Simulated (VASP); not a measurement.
Write the native input for VASP 6.6.1 that does the following.

```
Task                   : single point
Functional             : PBE
Potentials or basis    : VASP PAW PBE potentials, release 64 (C)
Cutoff                 : 520 eV
k mesh                 : 10 × 10 × 2
Occupations            : gaussian, width 0.05 eV
Spin                   : no spin polarisation
Dipole correction      : no
Further INCAR settings : LREAL = Auto; ALGO = Normal; EDIFF = 1e-07; NBANDS = 46
```

The structure of C lies in POSCAR:

```
C
1.0
   -2.5180184914      0.0000000000      0.0000000000
   -1.2590092457     -2.1806679808      0.0000000000
   -0.9442569343     -0.5451669952     16.6091763648
C
16
Direct
   -0.1678710205     -0.1678710205      0.6714840821
   -0.0428710205     -0.0428710205      0.1714840821
   -0.2303710205      0.7696289795      0.9214840821
   -0.1053710205      0.8946289795      0.4214840821
   -0.2071289795     -0.2071289795      0.8285159179
   -0.0821289795     -0.0821289795      0.3285159179
   -0.0196289795      0.9803710205      0.0785159179
   -0.1446289795      0.8553710205      0.5785159179
    0.1576422630      0.1576422630      0.7027642813
    0.2826422630      0.2826422630      0.2027642813
    0.4284755963      0.4284755963      0.9527642813
    0.5534755963      0.5534755963      0.4527642813
    0.1340244037      0.1340244037      0.7972357187
    0.2590244037      0.2590244037      0.2972357187
    0.6548577370      0.6548577370      0.0472357187
    0.5298577370      0.5298577370      0.5472357187
```

The input as run:

INCAR

```
SYSTEM = C
  ALGO = Normal
  EDIFF = 1E-7
  ENCUT = 520
  GGA = PE
  ISIF = 2
  ISMEAR = 0
  LASPH = .True.
  LCHARG = .False.
  LREAL = Auto
  LWAVE = .False.
  NBANDS = 46
  NELM = 60
  PREC = Accurate
  SIGMA = 0.05
```

KPOINTS

```
k-points
0
Gamma
  10 10 2
  0 0 0
```

Potentials or basis: VASP PAW PBE potentials, release 64 (C).

Launch:

```bash
$ cat potpaw_PBE.64/C/POTCAR > POTCAR
$ mpirun -np 1 vasp_std > vasp.out
```

It gave:

* Pressure: 2.8 GPa
* Largest force: 5.506 eV/Å
* Band gap on the k mesh: 0.03 eV, indirect (least direct gap 1.29 eV)

Caveat: forces of over 1 eV/Å act on the atoms, so gaps and moduli don't describe the material at rest.

Wall time 3.2 min on 1 thread of Intel(R) Xeon(R) 6975P-C (Granite Rapids), on a shared host, peak memory 0.3 GiB.
